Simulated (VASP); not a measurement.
# Hg (P6_3/mmc) in VASP: a series of runs

Runs on Hg. Level: PBE+D3(BJ). Tasks: relaxation of cell and atoms, single point.

Program: VASP 6.6.1. These are calculated values, not measurements. Logs are shortened: lines on timing, memory, paths and dates and some standing lists are left out, and cuts for length are marked.

### 1 The cell of the first run

Symmetry: P6_3/mmc, No. 194, hexagonal system. The conventional cell has a = 3.462 Å, b = 3.462 Å, c = 5.488 Å, α = 90.00°, β = 90.00°, γ = 120.00°. Within 4.5 Å of Hg (site symmetry -6m2) lie 12 Hg at 3.39 to 3.46 Å.

### 2 Relaxation of cell and atoms, PBE+D3(BJ)

Input file INCAR:

```
PREC = Accurate ; ENCUT = 500
EDIFF = 1E-7 ; ISMEAR = 0
SIGMA = 0.1 ; LREAL = False
LASPH = True ; NELM = 120
ALGO = Normal ; ISIF = 3
LWAVE = False ; LCHARG = False
GGA = PE ; IVDW = 12
IBRION = 2 ; NSW = 100
EDIFFG = -0.005 ; GGA_COMPAT = False
NELMIN = 4
```

Input file KPOINTS:

```
Automatic mesh
0
Gamma
  15 15 8
```

Input file POSCAR:

```
Hg
1.0
    3.4618096384      0.0000000000      0.0000000000
   -1.7309048192      2.9980150899      0.0000000000
    0.0000000000      0.0000000000      5.4875482800
Hg
2
Direct
    0.6666666700      0.3333333300      0.7500000000
    0.3333333300      0.6666666700      0.2500000000
```

Potentials or basis: VASP PAW PBE potentials, release 64 (Hg_sv_GW).

Started as:

```sh
$ cat potpaw_PBE.64/Hg_sv_GW/POTCAR > POTCAR
$ mpirun -np 1 vasp_std > vasp.out
```

OUTCAR:

```text
PREC = Accurate
   ENCUT = 500
   EDIFF = 1E-7
   ISMEAR = 0
   LREAL = False
   LASPH = True
   NELM = 120
   ISIF = 3
   GGA = PE
   IVDW = 12
   IBRION = 2
   NSW = 100
   EDIFFG = -0.005
   NELMIN = 4
 IVDW          = 12

 ion  position               nearest neighbor table
   1  0.667  0.333  0.750-
   2  0.333  0.667  0.250-

  LATTYP: Found a hexagonal cell.
 ALAT       =     3.4618096384
 C/A-ratio  =     1.5851675433

  Lattice vectors:

 A1 = (   3.4618096384,   0.0000000000,   0.0000000000)
 A2 = (  -1.7309048192,   2.9980150899,   0.0000000000)
 A3 = (   0.0000000000,   0.0000000000,   5.4875482800)

Analysis of symmetry for initial positions (statically):
=====================================================================
 Subroutine PRICEL returns:
 Original cell was already a primitive cell.

 Routine SETGRP: Setting up the symmetry group for a
 hexagonal supercell.

 Subroutine GETGRP returns: Found 24 space group operations
 (whereof 12 operations were pure point group operations)
 out of a pool of 24 trial point group operations.

The static configuration has the point symmetry D_3d.
 The point group associated with its full space group is D_6h.

Analysis of symmetry for dynamics (positions and initial velocities):
=====================================================================
 Subroutine PRICEL returns:
 Original cell was already a primitive cell.

 Routine SETGRP: Setting up the symmetry group for a
 hexagonal supercell.

 Subroutine GETGRP returns: Found 24 space group operations
 (whereof 12 operations were pure point group operations)
 out of a pool of 24 trial point group operations.

The dynamic configuration has the point symmetry D_3d.
 The point group associated with its full space group is D_6h.

 Subroutine INISYM returns: Found 24 space group operations
 (whereof 12 operations are pure point group operations),
 and found     1 'primitive' translations

----------------------------------------------------------------------------------------

                                     Primitive cell

  volume of cell :      56.9528

  direct lattice vectors                    reciprocal lattice vectors
     3.461809638  0.000000000  0.000000000     0.288866259  0.166777012  0.000000000
    -1.730904819  2.998015090  0.000000000     0.000000000  0.333554025  0.000000000
     0.000000000  0.000000000  5.487548280     0.000000000  0.000000000  0.182230743

  length of vectors
     3.461809638  3.461809638  5.487548280     0.333554025  0.333554025  0.182230743

  position of ions in fractional coordinates (direct lattice)
     0.666666670  0.333333330  0.750000000
     0.333333330  0.666666670  0.250000000

  ion indices of the primitive-cell ions
   primitive index   ion index
                 1           1
                 2           2

----------------------------------------------------------------------------------------

 KPOINTS: Automatic mesh

Automatic generation of k-mesh.
 Grid dimensions read from file:
 generate k-points for:   15   15    8

 Generating k-lattice:

  Cartesian coordinates                     Fractional coordinates (reciprocal lattice)
     0.019257751  0.011118467  0.000000000     0.066666667  0.000000000  0.000000000
     0.000000000  0.022236935  0.000000000     0.000000000  0.066666667  0.000000000
     0.000000000  0.000000000  0.022778843     0.000000000  0.000000000  0.125000000

  Length of vectors
     0.022236935  0.022236935  0.022778843

  Shift w.r.t. Gamma in fractional coordinates (k-lattice)
     0.000000000  0.000000000  0.000000000

 Subroutine IBZKPT returns following result:
 ===========================================

 Found    135 irreducible k-points:

 Following reciprocal coordinates:
            Coordinates               Weight
  0.000000  0.000000  0.000000      1.000000
  0.066667  0.000000  0.000000      6.000000
  0.133333  0.000000  0.000000      6.000000
  0.200000  0.000000  0.000000      6.000000
  0.266667  0.000000  0.000000      6.000000
  0.333333  0.000000  0.000000      6.000000
[... 16 lines left out ...]
  0.333333  0.200000  0.000000     12.000000
  0.400000  0.200000  0.000000      6.000000
 [... further k-points ...]
   k-points           NKPTS =    135   k-points in BZ     NKDIM =    135   number of bands    NBANDS=     24
   number of dos      NEDOS =    301   number of ions     NIONS =      2
   total plane-waves  NPLWV =  31360
   dimension x,y,z NGX =    28 NGY =   28 NGZ =   40
   dimension x,y,z NGXF=    56 NGYF=   56 NGZF=   80
   ions per type =               2
   NGX,Y,Z   is equivalent  to a cutoff of  13.45, 13.45, 12.12 a.u.
   NGXF,Y,Z  is equivalent  to a cutoff of  26.89, 26.89, 24.24 a.u.
 SYSTEM =  unknown system
   PREC   = accura    normal or accurate (medium, high low for compatibility)
   ISTART =      0    job   : 0-new  1-cont  2-samecut
   ICHARG =      2    charge: 1-file 2-atom 10-const
   ISPIN  =      1    spin polarized calculation?
   LNONCOLLINEAR =      F non collinear calculations
   LSORBIT =      F    spin-orbit coupling
   LASPH  =      T    aspherical Exc in radial PAW
   ENCUT  =  500.0 eV  36.75 Ry    6.06 a.u.   6.31  6.31 10.01*2*pi/ulx,y,z
   NELM   =    120;   NELMIN=  4; NELMDL= -5     # of ELM steps
   EDIFF  = 0.1E-06   stopping-criterion for ELM
   LREAL  =      F    real-space projection
   EDIFFG = -.5E-02   stopping-criterion for IOM
   NSW    =    100    number of steps for IOM
   IBRION =      2    ionic relax: 0-MD 1-quasi-New 2-CG
   NFREE  =      1    steps in history (QN), initial steepest desc. (CG)
   ISIF   =      3    stress and relaxation
   ISYM   =      2    0-nonsym 1-usesym 2-fastsym
   POTIM  = 0.5000    time-step for ionic-motion
   TEBEG  =    0.0;   TEEND  =   0.0 temperature during run
   PSTRESS=    0.0 pullay stress
   NELECT =      40.0000    total number of electrons
   NUPDOWN=      -1.0000    fix difference up-down
   EMIN   =  10.00;   EMAX   =-10.00  energy-range for DOS
   EFERMI =   0.00;   METHOD = LEGACY
   ISMEAR =     0;   SIGMA  =   0.10  broadening in eV -4-tet -1-fermi 0-gaus
   EFERMI_NEDOS =   21; number of points for ismear=-14 and -15
   IALGO  =     38    algorithm
   IMIX   =      4    mixing-type and parameters
     AMIX     =   0.40;   BMIX     =  1.00
     AMIX_MAG =   1.60;   BMIX_MAG =  1.00
  volume/ion in A,a.u.               =      28.48       192.17
  Fermi-wavevector in a.u.,A,eV,Ry     =   1.455201  2.749932 28.811840  2.117611
  Thomas-Fermi vector in A             =   2.572263
   LORBIT       =      0    0 simple, 1 ext, 2 COOP (PROOUT), +10 PAW based schemes
   GGA     = PE    functional components
   LHFCALC =     F    Hartree Fock is set to
   AEXX    =    0.0000 exact exchange contribution
   IVDW    =    12    specifies the selected vdW correction
   LEPSILON=     F    determine dielectric tensor
   LRPA    =     F    only Hartree local field effects (RPA)
 conjugate gradient relaxation of ions
 non-spin polarized calculation
 Gauss-broadening in eV      SIGMA  =   0.10
  energy-cutoff  :      500.00
  volume of cell :       56.95
 maximum number of plane-waves:      1463
 NGX is ok and might be reduce to    28
   NGX = 13   NGY = 13   NGZ = 21

--------------------------------------- Ionic step        1  -------------------------------------------

 number of electron      39.9999999 magnetization

 Free energy of the ion-electron system (eV)
  ---------------------------------------------------
  ext. energy  EPLUGINS =         0.00000000
  ---------------------------------------------------
  free energy    TOTEN  =        -0.37109655 eV

  energy without entropy =       -0.37033707  energy(sigma->0) =       -0.37071681

------------------------ aborting loop because EDIFF is reached ----------------------------------------

 Edisp (eV)   -0.73635

 E8    (eV) :    -0.3349

  FORCE on cell =-STRESS in cart. coord.  units (eV):
  Direction    XX          YY          ZZ          XY          YZ          ZX
  --------------------------------------------------------------------------------------
  -------------------------------------------------------------------------------------
  Total      -0.77869    -0.77869    -0.79382     0.00000    -0.00000     0.00000
  in kB     -21.90596   -21.90596   -22.33154     0.00000    -0.00000     0.00000
  external pressure =      -22.05 kB  Pullay stress =        0.00 kB
[... 221 lines left out ...]
  energy  without entropy=       -1.1564237478  energy(sigma->0) =       -1.15761408

--------------------------------------- Ionic step        7  -------------------------------------------

 number of electron      40.0000013 magnetization

 Free energy of the ion-electron system (eV)
  ---------------------------------------------------
  ext. energy  EPLUGINS =         0.00000000
  ---------------------------------------------------
  free energy    TOTEN  =        -0.33012453 eV

  energy without entropy =       -0.32781569  energy(sigma->0) =       -0.32897011

 E-fermi :   5.0026     XC(G=0): -10.9113

 val. band max:        4.9753845650   @ k =   0.2667   0.2000   0.1250
 cond. band min:       5.0371850188   @ k =   0.2000   0.2000   0.0000
 fundamental gap:      0.0618004538
 Fermi energy:         5.0026164577

 k-point     1 :       0.0000    0.0000    0.0000
  band No.  band energies     occupation
      1    -109.4402      2.00000
      2    -109.4392      2.00000
      3     -57.7988      2.00000
      4     -57.7743      2.00000
      5     -57.7743      2.00000
      6     -57.7690      2.00000
[... 637 lines left out ...]
     23       9.9266      0.00000
     24      10.0764      0.00000

 [... further k-points ...]

------------------------ aborting loop because EDIFF is reached ----------------------------------------

 Edisp (eV)   -0.82870

 E8    (eV) :    -0.3756

  FORCE on cell =-STRESS in cart. coord.  units (eV):
  Direction    XX          YY          ZZ          XY          YZ          ZX
  --------------------------------------------------------------------------------------
  -------------------------------------------------------------------------------------
  Total       0.00761     0.00761     0.00444     0.00000     0.00000     0.00000
  in kB       0.24138     0.24138     0.14086     0.00000     0.00000     0.00000
  external pressure =        0.21 kB  Pullay stress =        0.00 kB
[... 17 lines left out ...]
  FREE ENERGIE OF THE ION-ELECTRON SYSTEM (eV)
  ---------------------------------------------------
  free  energy   TOTEN  =        -1.1588276630 eV

  energy  without entropy=       -1.1565188173  energy(sigma->0) =       -1.15767324

 reached required accuracy - stopping structural energy minimisation
```

Wall time 9 min (1 thread of Intel Xeon Platinum 8488C (Sapphire Rapids), shared host); peak memory 0.33 GiB.

What came out:

```yaml
Free_energy: -1.1588 eV
Relaxed_volume: 25.26 Å³/atom
Relaxed_cell: a = 3.331 Å, b = 3.331 Å, c = 5.258 Å, α = 90.00°, β = 90.00°, γ = 120.00°
Space_group_after_relaxing_to_0.1_Å: P6_3/mmc (No. 194)
Energy_gained_by_relaxing: 25.7 meV/atom
Ionic_steps: 7
Pressure_after_relaxing: 0.0 GPa
Band_gap_on_the_k_mesh: zero (bands 20 and 21 overlap by 1.04 eV)
Dispersion_energy_per_atom: -0.414 eV
```

The path:
```tsv
step	energy change (eV)	largest force (eV/Å)	pressure (GPa)	volume (Å³)
1	0.0000	0.0000	-2.20	56.95
2	-0.0353	0.0000	-1.39	53.78
3	-0.0447	0.0000	1.05	48.58
4	-0.0513	0.0000	-0.05	50.64
5	-0.0513	0.0000	0.02	50.52
6	-0.0514	0.0000	0.03	50.52
7	-0.0514	0.0000	0.02	50.52
```

Final structure:
```
Hg
1.0
     3.33101    0.00000    0.00000
    -1.66551    2.88474    0.00000
     0.00000    0.00000    5.25752
Hg
2
Direct
  0.66667 0.33333 0.75000
  0.33333 0.66667 0.25000
```

Caveat: spin-orbit coupling is left out, which moves the levels of the heavy elements.

### 3 Single point, PBE+D3(BJ)

This run uses another cell than the first one, of 25.67 Å³/atom.

Input file INCAR:

```
SYSTEM = Hg
PREC = Accurate
ENCUT = 520
EDIFF = 1E-7
ISMEAR = 0
SIGMA = 0.15
LREAL = .FALSE.
LASPH = .TRUE.
NELM = 80
ALGO = Fast
ISIF = 2
LWAVE = .FALSE.
LCHARG = .FALSE.
GGA = PE
IVDW = 12
NBANDS = 19
```

Input file KPOINTS:

```
Automatic mesh
0
G
  24 24 12
  0 0 0
```

Input file POSCAR:

```
Hg
1.0
    3.3426328046      0.0000000000      0.0000000000
   -1.6713164023      2.8948049243      0.0000000000
    0.0000000000      0.0000000000      5.3059573554
Hg
2
Direct
    0.6666666667      0.3333333333      0.7500000000
    0.3333333333      0.6666666667      0.2500000000
```

Potentials or basis: VASP PAW PBE potentials, release 64 (Hg).

Started as:

```sh
$ cat potpaw_PBE.64/Hg/POTCAR > POTCAR
$ mpirun -np 1 vasp_std > vasp.out
```

OUTCAR:

```text
SYSTEM = Hg
   PREC = Accurate
   ENCUT = 520
   EDIFF = 1E-7
   ISMEAR = 0
   LREAL = .FALSE.
   LASPH = .TRUE.
   NELM = 80
   ISIF = 2
   GGA = PE
   IVDW = 12
 IVDW          = 12

 ion  position               nearest neighbor table
   1  0.667  0.333  0.750-   2 3.28   2 3.28   2 3.28   2 3.28   2 3.28   2 3.28
   2  0.333  0.667  0.250-   1 3.28   1 3.28   1 3.28   1 3.28   1 3.28   1 3.28

  LATTYP: Found a hexagonal cell.
 ALAT       =     3.3426328046
 C/A-ratio  =     1.5873587276

  Lattice vectors:

 A1 = (   3.3426328046,   0.0000000000,   0.0000000000)
 A2 = (  -1.6713164023,   2.8948049243,   0.0000000000)
 A3 = (   0.0000000000,   0.0000000000,   5.3059573554)

Analysis of symmetry for initial positions (statically):
=====================================================================
 Subroutine PRICEL returns:
 Original cell was already a primitive cell.

 Routine SETGRP: Setting up the symmetry group for a
 hexagonal supercell.

 Subroutine GETGRP returns: Found 24 space group operations
 (whereof 12 operations were pure point group operations)
 out of a pool of 24 trial point group operations.

The static configuration has the point symmetry D_3d.
 The point group associated with its full space group is D_6h.

Analysis of symmetry for dynamics (positions and initial velocities):
=====================================================================
 Subroutine PRICEL returns:
 Original cell was already a primitive cell.

 Routine SETGRP: Setting up the symmetry group for a
 hexagonal supercell.

 Subroutine GETGRP returns: Found 24 space group operations
 (whereof 12 operations were pure point group operations)
 out of a pool of 24 trial point group operations.

The dynamic configuration has the point symmetry D_3d.
 The point group associated with its full space group is D_6h.

 Subroutine INISYM returns: Found 24 space group operations
 (whereof 12 operations are pure point group operations),
 and found     1 'primitive' translations
[... 112 lines left out ...]
   IALGO  =     68    algorithm
   IMIX   =      4    mixing-type and parameters
     AMIX     =   0.40;   BMIX     =  1.00
     AMIX_MAG =   1.60;   BMIX_MAG =  1.00
  volume/ion in A,a.u.               =      25.67       173.24
  Fermi-wavevector in a.u.,A,eV,Ry     =   1.270539  2.400971 21.963468  1.614269
  Thomas-Fermi vector in A             =   2.403521
   LORBIT       =      0    0 simple, 1 ext, 2 COOP (PROOUT), +10 PAW based schemes
   GGA     = PE    functional components
   LHFCALC =     F    Hartree Fock is set to
   AEXX    =    0.0000 exact exchange contribution
   IVDW    =    12    specifies the selected vdW correction
   LEPSILON=     F    determine dielectric tensor
   LRPA    =     F    only Hartree local field effects (RPA)
 non-spin polarized calculation
 RMM-DIIS sequential band-by-band and
 Gauss-broadening in eV      SIGMA  =   0.15
  energy-cutoff  :      520.00
  volume of cell :       51.34
 maximum number of plane-waves:      1412
 NGX is ok and might be reduce to    28
   NGX = 13   NGY = 13   NGZ = 19

 number of electron      24.0000004 magnetization

 Free energy of the ion-electron system (eV)
  ---------------------------------------------------
  ext. energy  EPLUGINS =         0.00000000
  ---------------------------------------------------
  free energy    TOTEN  =        -0.29386478 eV

  energy without entropy =       -0.28827180  energy(sigma->0) =       -0.29106829

 E-fermi :   1.8268     XC(G=0): -10.3953

 val. band max:        1.8125029333   @ k =   0.2917   0.2083   0.0000
 cond. band min:       1.8271008335   @ k =   0.4167   0.0833   0.3333
 fundamental gap:      0.0145979002
 Fermi energy:         1.8267718284

 k-point     1 :       0.0000    0.0000    0.0000
  band No.  band energies     occupation
      1      -6.2747      2.00000
      2      -5.4161      2.00000
      3      -4.5764      2.00000
      4      -4.5723      2.00000
      5      -4.5723      2.00000
      6      -4.4491      2.00000
[... 505 lines left out ...]
      6      -4.2812      2.00000
[... 11 lines left out ...]
     18      13.6028      0.00000
     19      13.9092      0.00000

 [... further k-points ...]

------------------------ aborting loop because EDIFF is reached ----------------------------------------

 Edisp (eV)   -0.81553

 E8    (eV) :    -0.3697

  FORCE on cell =-STRESS in cart. coord.  units (eV):
  Direction    XX          YY          ZZ          XY          YZ          ZX
  --------------------------------------------------------------------------------------
  -------------------------------------------------------------------------------------
  Total       0.08988     0.08988     0.04594     0.00000    -0.00000     0.00000
  in kB       2.80490     2.80490     1.43366     0.00000    -0.00000     0.00000
  external pressure =        2.35 kB  Pullay stress =        0.00 kB

 VOLUME and BASIS-vectors are now :
 -----------------------------------------------------------------------------
  energy-cutoff  :      520.00
  volume of cell :       51.34
      direct lattice vectors                 reciprocal lattice vectors
     3.342632805  0.000000000  0.000000000     0.299165376  0.172723210  0.000000000
    -1.671316402  2.894804924  0.000000000     0.000000000  0.345446421  0.000000000
     0.000000000  0.000000000  5.305957355     0.000000000  0.000000000  0.188467402

 POSITION                                       TOTAL-FORCE (eV/Angst)
 -----------------------------------------------------------------------------------
      1.67132      0.96493      3.97947        -0.000000      0.000000      0.000000
     -0.00000      1.92987      1.32649         0.000000     -0.000000      0.000000
 -----------------------------------------------------------------------------------
    total drift:                               -0.000000      0.000000     -0.000000

  FREE ENERGIE OF THE ION-ELECTRON SYSTEM (eV)
  ---------------------------------------------------
  free  energy   TOTEN  =        -1.1093911279 eV

  energy  without entropy=       -1.1037981483  energy(sigma->0) =       -1.10659464
```

It took 4 min on 1 thread of Intel Xeon Platinum 8488C (Sapphire Rapids), shared host; peak memory 0.45 GiB.

Results:

| Quantity | Value |
| --- | --- |
| Free energy | -1.1094 eV |
| Pressure | 0.2 GPa |
| Band gap on the k mesh | zero (bands 12 and 13 overlap by 0.99 eV) |
| Dispersion energy per atom | -0.408 eV |

Caveat: spin-orbit coupling is left out, which moves the levels of the heavy elements.
